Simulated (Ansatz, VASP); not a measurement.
**Two plane-wave programs on Be3Se2S**

```xyz
6
Lattice="-1.7976 5.3925 2.5313 1.7976 -5.3925 2.5313 1.7976 5.3925 -2.5313" Properties=species:S:1:pos:R:3 pbc="T T T"
Be    0.0000    1.7208    1.2181
Be    1.7976    3.6717   -1.3131
Be    0.0000    5.3925    1.3573
Se    0.0000    3.6026    0.0041
Se    0.0000    7.1823    0.0041
S     0.0000    0.0000    5.0575
```

Alike in both runs: task relaxation of cell and atoms; functional PBE; k mesh 8 × 8 × 8; occupations gaussian, width 0.02 eV; no spin polarisation.

```csv
,VASP,Ansatz
version,VASP 6.6.1,Ansatz 0.2.0
potentials or method,"VASP PAW PBE potentials, release 64 (Be, Se, S), cutoff 600 eV","scalar-relativistic, plane waves, PAW"
valence electrons in the cell,24,44
```

|  | VASP | Ansatz | Ansatz less VASP |
| --- | --- | --- | --- |
| gap on the k mesh at the Fermi level, each at its own relaxed structure (eV) | 2.67 | 2.68 | +0.007 |
| relaxed volume (Å³/atom) | 16.38 | 16.35 | -0.024 |
| relaxed cell length with the largest relative difference (Å) | 6.221 | 6.218 | -0.0032 |

VASP's potentials hold 24 valence electrons a cell and Ansatz's 44, so a difference there can come from the potentials and not from the codes.
